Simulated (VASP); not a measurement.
Input of a VASP 6.6.1 run:

File INCAR:

```
SYSTEM = BeS
  ALGO = Normal
  EDIFF = 1E-6
  ENCUT = 520
  GGA = CA
  ISIF = 2
  ISMEAR = -1
  LASPH = .TRUE.
  LCHARG = .FALSE.
  LREAL = .FALSE.
  LWAVE = .FALSE.
  NBANDS = 11
  NELM = 100
  PREC = Accurate
  SIGMA = 0.02
```

File KPOINTS:

```
k-points
0
G
  8 8 8
  0 0 0
```

POSCAR

```
BeS
1.0
    0.0000000000      2.3982297704      2.3982297704
    2.3982297704      0.0000000000      2.3982297704
    2.3982297704      2.3982297704      0.0000000000
Be S
1 1
Direct
    0.0000000000      0.0000000000      0.0000000000
    0.7500000000      0.7500000000      0.7500000000
```

Potentials or basis: VASP PAW LDA potentials, release 64 (Be, S).

Launch:

```bash
$ cat potpaw_LDA.64/Be/POTCAR potpaw_LDA.64/S/POTCAR > POTCAR
$ mpirun -np 1 vasp_std > vasp.out
```

Question: Predict the pressure.

Answer: 0.0 GPa.

Question: Predict the band gap on the k mesh.

Answer: 2.83 eV, indirect (least direct gap 5.53 eV).

A k mesh can miss the band edges. LDA gaps usually lie below the measured ones, often by a third to a half.
